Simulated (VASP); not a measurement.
# Cu3O2 (I4/mmm) in VASP: single point with LDA

Aim: the single point of Cu3O2 with LDA.

Program: VASP 6.6.1. These are calculated values, not measurements. Logs are shortened: lines on timing, memory, paths and dates and some standing lists are left out, and cuts for length are marked.

## (1) The cell of the first run

The structure is tetragonal, space group I4/mmm (No. 139). Conventional cell: a = 4.067 Å, b = 4.067 Å, c = 7.339 Å, α = 90.00°, β = 90.00°, γ = 90.00°. Within 2.4 Å of Cu (site symmetry -4m2) lie 2 O at 1.83 Å. Cu (site symmetry 4/mmm) has 4 O at 2.03 Å and 8 Cu at 2.74 Å within 2.8 Å. Within 2.4 Å of O (site symmetry mmm) lie 4 Cu at 1.83 to 2.03 Å.

## (2) Single point, LDA

File INCAR:

```
SYSTEM = Cu3O2
ALGO = Normal
EDIFF = 1E-7
ENCUT = 520
GGA = CA
ISIF = 2
ISMEAR = 0
LASPH = .True.
LCHARG = .True.
LELF = .True.
LREAL = .False.
LVHAR = .True.
LWAVE = .False.
NBANDS = 30
NELM = 60
PREC = Accurate
SIGMA = 0.1
```

File KPOINTS:

```
k-points
0
Gamma
  14 14 14
  0 0 0
```

File POSCAR:

```
Cu3O2
1.0
   -2.0334859244      2.0334859244      3.6697445301
    2.0334859244     -2.0334859244      3.6697445301
    2.0334859244      2.0334859244     -3.6697445301
Cu O
3 2
Direct
    0.2500000000      0.7500000000      0.5000000000
    0.7500000000      0.2500000000      0.5000000000
    0.0000000000      0.0000000000      0.0000000000
    0.0000000000      0.5000000000      0.5000000000
    0.5000000000      0.0000000000      0.5000000000
```

Potentials or basis: VASP PAW LDA potentials, release 64 (Cu, O).

Launch:

```bash
cat potpaw_LDA.64/Cu/POTCAR potpaw_LDA.64/O/POTCAR > POTCAR
mpirun -np 1 vasp_std > vasp.out
```

OUTCAR:

```text
SYSTEM = Cu3O2
   EDIFF = 1E-7
   ENCUT = 520
   GGA = CA
   ISIF = 2
   ISMEAR = 0
   LASPH = .True.
   LREAL = .False.
   NELM = 60
   PREC = Accurate

 ion  position               nearest neighbor table
   1  0.250  0.750  0.500-   4 1.83   5 1.83   3 2.74   3 2.74   3 2.74   3 2.74
   2  0.750  0.250  0.500-   4 1.83   5 1.83   3 2.74   3 2.74   3 2.74   3 2.74
   3  0.000  0.000  0.000-   4 2.03   5 2.03   4 2.03   5 2.03   2 2.74   1 2.74   1 2.74   2 2.74
                             2 2.74   1 2.74   1 2.74   2 2.74
   4  0.000  0.500  0.500-   1 1.83   2 1.83   3 2.03   3 2.03
   5  0.500  0.000  0.500-   1 1.83   2 1.83   3 2.03   3 2.03

  LATTYP: Found a body centered tetragonal cell.
 ALAT       =     4.0669718488
 C/A-ratio  =     1.8046569618

  Lattice vectors:

 A1 = (  -2.0334859244,   2.0334859244,   3.6697445301)
 A2 = (   2.0334859244,  -2.0334859244,   3.6697445301)
 A3 = (   2.0334859244,   2.0334859244,  -3.6697445301)

Analysis of symmetry for initial positions (statically):
=====================================================================
 Subroutine PRICEL returns:
 Original cell was already a primitive cell.

 Routine SETGRP: Setting up the symmetry group for a
 body centered tetragonal supercell.

 Subroutine GETGRP returns: Found 16 space group operations
 (whereof 16 operations were pure point group operations)
 out of a pool of 16 trial point group operations.

The static configuration has the point symmetry D_4h.

Analysis of symmetry for dynamics (positions and initial velocities):
=====================================================================
 Subroutine PRICEL returns:
 Original cell was already a primitive cell.

 Routine SETGRP: Setting up the symmetry group for a
 body centered tetragonal supercell.

 Subroutine GETGRP returns: Found 16 space group operations
 (whereof 16 operations were pure point group operations)
 out of a pool of 16 trial point group operations.

The dynamic configuration has the point symmetry D_4h.

 Subroutine INISYM returns: Found 16 space group operations
 (whereof 16 operations are pure point group operations),
 and found     1 'primitive' translations

----------------------------------------------------------------------------------------

                                     Primitive cell

  volume of cell :      60.6985

  direct lattice vectors                    reciprocal lattice vectors
    -2.033485924  2.033485924  3.669744530     0.000000000  0.245883187  0.136249266
     2.033485924 -2.033485924  3.669744530     0.245883187  0.000000000  0.136249266
     2.033485924  2.033485924 -3.669744530     0.245883187  0.245883187  0.000000000

  length of vectors
     4.662312187  4.662312187  4.662312187     0.281109239  0.281109239  0.347731338

  position of ions in fractional coordinates (direct lattice)
     0.250000000  0.750000000  0.500000000
     0.750000000  0.250000000  0.500000000
     0.000000000  0.000000000  0.000000000
     0.000000000  0.500000000  0.500000000
     0.500000000  0.000000000  0.500000000

  ion indices of the primitive-cell ions
   primitive index   ion index
                 1           1
                 2           2
                 3           3
                 4           4
                 5           5

----------------------------------------------------------------------------------------

 KPOINTS: k-points

Automatic generation of k-mesh.
 Grid dimensions read from file:
 generate k-points for:   14   14   14

 Generating k-lattice:

  Cartesian coordinates                     Fractional coordinates (reciprocal lattice)
     0.000000000  0.017563085  0.009732090     0.071428571  0.000000000  0.000000000
     0.017563085  0.000000000  0.009732090     0.000000000  0.071428571  0.000000000
     0.017563085  0.017563085  0.000000000     0.000000000  0.000000000  0.071428571

  Length of vectors
     0.020079231  0.020079231  0.024837953

  Shift w.r.t. Gamma in fractional coordinates (k-lattice)
     0.000000000  0.000000000  0.000000000

 Subroutine IBZKPT returns following result:
 ===========================================

 Found    244 irreducible k-points:

 Following reciprocal coordinates:
            Coordinates               Weight
  0.000000  0.000000  0.000000      1.000000
  0.071429  0.000000 -0.000000      8.000000
  0.142857  0.000000 -0.000000      8.000000
  0.214286  0.000000 -0.000000      8.000000
  0.285714  0.000000 -0.000000      8.000000
  0.357143  0.000000 -0.000000      8.000000
[... 16 lines left out ...]
  0.214286  0.142857  0.000000     16.000000
  0.285714  0.142857 -0.000000     16.000000
 [... further k-points ...]
   k-points           NKPTS =    244   k-points in BZ     NKDIM =    244   number of bands    NBANDS=     30
   number of dos      NEDOS =    301   number of ions     NIONS =      5
   total plane-waves  NPLWV =  46656
   dimension x,y,z NGX =    36 NGY =   36 NGZ =   36
   dimension x,y,z NGXF=    72 NGYF=   72 NGZF=   72
   ions per type =               3   2
   NGX,Y,Z   is equivalent  to a cutoff of  12.84, 12.84, 12.84 a.u.
   NGXF,Y,Z  is equivalent  to a cutoff of  25.67, 25.67, 25.67 a.u.
 SYSTEM =  Cu3O2
   PREC   = accura    normal or accurate (medium, high low for compatibility)
   ISTART =      0    job   : 0-new  1-cont  2-samecut
   ICHARG =      2    charge: 1-file 2-atom 10-const
   ISPIN  =      1    spin polarized calculation?
   LNONCOLLINEAR =      F non collinear calculations
   LSORBIT =      F    spin-orbit coupling
   LASPH  =      T    aspherical Exc in radial PAW
   ENCUT  =  520.0 eV  38.22 Ry    6.18 a.u.   8.67  8.67  8.67*2*pi/ulx,y,z
   NELM   =     60;   NELMIN=  2; NELMDL= -5     # of ELM steps
   EDIFF  = 0.1E-06   stopping-criterion for ELM
   LREAL  =      F    real-space projection
   EDIFFG = 0.1E-05   stopping-criterion for IOM
   NSW    =      0    number of steps for IOM
   IBRION =     -1    ionic relax: 0-MD 1-quasi-New 2-CG
   NFREE  =      0    steps in history (QN), initial steepest desc. (CG)
   ISIF   =      2    stress and relaxation
   ISYM   =      2    0-nonsym 1-usesym 2-fastsym
   POTIM  = 0.5000    time-step for ionic-motion
   TEBEG  =    0.0;   TEEND  =   0.0 temperature during run
   PSTRESS=    0.0 pullay stress
   NELECT =      45.0000    total number of electrons
   NUPDOWN=      -1.0000    fix difference up-down
   EMIN   =  10.00;   EMAX   =-10.00  energy-range for DOS
   EFERMI =   0.00;   METHOD = LEGACY
   ISMEAR =     0;   SIGMA  =   0.10  broadening in eV -4-tet -1-fermi 0-gaus
   EFERMI_NEDOS =   21; number of points for ismear=-14 and -15
   IALGO  =     38    algorithm
   IMIX   =      4    mixing-type and parameters
     AMIX     =   0.40;   BMIX     =  1.00
     AMIX_MAG =   1.60;   BMIX_MAG =  1.00
  volume/ion in A,a.u.               =      12.14        81.92
  Fermi-wavevector in a.u.,A,eV,Ry     =   1.481675  2.799960 29.869696  2.195361
  Thomas-Fermi vector in A             =   2.595556
   LORBIT       =      0    0 simple, 1 ext, 2 COOP (PROOUT), +10 PAW based schemes
   GGA     = CA    functional components
   LHFCALC =     F    Hartree Fock is set to
   AEXX    =    0.0000 exact exchange contribution
   IVDW    =     0    specifies the selected vdW correction
   LEPSILON=     F    determine dielectric tensor
   LRPA    =     F    only Hartree local field effects (RPA)
 non-spin polarized calculation
 Gauss-broadening in eV      SIGMA  =   0.10
  energy-cutoff  :      520.00
  volume of cell :       60.70
 maximum number of plane-waves:      1677
   NGX = 17   NGY = 17   NGZ = 17

 number of electron      45.0000012 magnetization

 Free energy of the ion-electron system (eV)
  ---------------------------------------------------
  ext. energy  EPLUGINS =         0.00000000
  ---------------------------------------------------
  free energy    TOTEN  =       -27.04767669 eV

  energy without entropy =      -27.03670194  energy(sigma->0) =      -27.04218932

 E-fermi :   3.9316     XC(G=0): -11.6073

 val. band max:        3.9311721193   @ k =  -0.2143   0.1429  -0.0000
 cond. band min:       3.9430007935   @ k =  -0.2143   0.4286   0.0714
 fundamental gap:      0.0118286743
 Fermi energy:         3.9316472563

 k-point     1 :       0.0000    0.0000    0.0000
  band No.  band energies     occupation
      1     -14.8326      2.00000
      2     -13.5719      2.00000
      3      -2.6590      2.00000
      4      -1.5809      2.00000
      5      -1.5809      2.00000
      6      -1.0114      2.00000
[... 22 lines left out ...]
     29      14.8518      0.00000
     30      14.9061      0.00000

 k-point     2 :       0.0714    0.0000   -0.0000
  band No.  band energies     occupation
      1     -14.8142      2.00000
      2     -13.5841      2.00000
      3      -2.6496      2.00000
      4      -1.6260      2.00000
      5      -1.5622      2.00000
      6      -1.0757      2.00000
[... 22 lines left out ...]
     29      14.5053      0.00000
     30      15.3796      0.00000

 k-point     3 :       0.1429    0.0000   -0.0000
  band No.  band energies     occupation
      1     -14.7604      2.00000
      2     -13.6207      2.00000
      3      -2.6213      2.00000
      4      -1.7516      2.00000
      5      -1.5069      2.00000
      6      -1.2240      2.00000
[... 22 lines left out ...]
     29      14.3311      0.00000
     30      15.8683      0.00000

 k-point     4 :       0.2143    0.0000   -0.0000
  band No.  band energies     occupation
      1     -14.6750      2.00000
      2     -13.6815      2.00000
      3      -2.5742      2.00000
      4      -1.9305      2.00000
      5      -1.4172      2.00000
      6      -1.4094      2.00000
[... 22 lines left out ...]
     29      14.3926      0.00000
     30      15.1823      0.00000

 k-point     5 :       0.2857    0.0000   -0.0000
  band No.  band energies     occupation
      1     -14.5637      2.00000
      2     -13.7652      2.00000
      3      -2.5083      2.00000
      4      -2.1248      2.00000
      5      -1.6058      2.00000
      6      -1.2982      2.00000
[... 22 lines left out ...]
     29      14.4401      0.00000
     30      14.4702      0.00000
[... 526 lines left out ...]
     29      14.9829      0.00000
     30      14.9906      0.00000

 k-point    22 :       0.1429    0.1429   -0.0000
  band No.  band energies     occupation
      1     -14.6573      2.00000
      2     -13.7004      2.00000
      3      -2.4026      2.00000
      4      -1.8487      2.00000
      5      -1.6839      2.00000
      6      -1.4703      2.00000
[... 22 lines left out ...]
     29      14.2274      0.00000
     30      15.0404      0.00000

 k-point    23 :       0.2143    0.1429    0.0000
  band No.  band energies     occupation
      1     -14.5615      2.00000
      2     -13.7691      2.00000
      3      -2.2738      2.00000
      4      -2.0114      2.00000
      5      -1.9205      2.00000
      6      -1.4199      2.00000
[... 22 lines left out ...]
     29      14.0698      0.00000
     30      15.1229      0.00000

 k-point    24 :       0.2857    0.1429   -0.0000
  band No.  band energies     occupation
      1     -14.4446      2.00000
      2     -13.8553      2.00000
      3      -2.2167      2.00000
      4      -2.1752      2.00000
      5      -2.0905      2.00000
      6      -1.3480      2.00000
[... 22 lines left out ...]
     29      13.8913      0.00000
     30      15.0788      0.00000

 [... further k-points ...]
[... 5 lines left out ...]
  --------------------------------------------------------------------------------------
  -------------------------------------------------------------------------------------
  Total       -3.5218601     -3.5218601     -5.9579722      0.0000000      0.0000000      0.0000000
  in kB      -92.9617989    -92.9617989   -157.2645695      0.0000000      0.0000000      0.0000000
  external PRESSURE =    -114.3960557 kB  Pullay stress =       0.0000000 kB

 VOLUME and BASIS-vectors are now :
 -----------------------------------------------------------------------------
  energy-cutoff  :      520.00
  volume of cell :       60.70
      direct lattice vectors                 reciprocal lattice vectors
    -2.033485924  2.033485924  3.669744530     0.000000000  0.245883187  0.136249266
     2.033485924 -2.033485924  3.669744530     0.245883187  0.000000000  0.136249266
     2.033485924  2.033485924 -3.669744530     0.245883187  0.245883187  0.000000000

 POSITION                                       TOTAL-FORCE (eV/Angst)
 -----------------------------------------------------------------------------------
      2.03349      0.00000      1.83487         0.000000     -0.000000      0.000000
      0.00000      2.03349      1.83487        -0.000000      0.000000     -0.000000
      0.00000      0.00000      0.00000         0.000000      0.000000      0.000000
      2.03349      0.00000      0.00000         0.000000      0.000000      0.000000
      0.00000      2.03349      0.00000         0.000000      0.000000      0.000000
 -----------------------------------------------------------------------------------
    total drift:                                0.000000      0.000000      0.000000

  FREE ENERGIE OF THE ION-ELECTRON SYSTEM (eV)
  ---------------------------------------------------
  free  energy   TOTEN  =       -27.0476766922 eV

  energy  without entropy=      -27.0367019409  energy(sigma->0) =      -27.04218932
```

It took 17 min on 1 thread of Intel Xeon 8259CL, shared host; peak memory 0.44 GiB.

Results:

| Item | Value |
| --- | --- |
| Free energy | -27.0477 eV |
| Pressure | -11.4 GPa |
| Band gap on the k mesh | zero (an odd number of electrons rules out a gap without spin polarisation) |

Stress tensor (GPa, compression positive):
```
 -9.30   0.00   0.00
  0.00  -9.30   0.00
  0.00   0.00 -15.73
```

Caveat: the stress differs along the axes, from -16 to -9 GPa; an odd number of electrons without spin polarisation forces a metal; a magnetic or distorted state may lie lower.
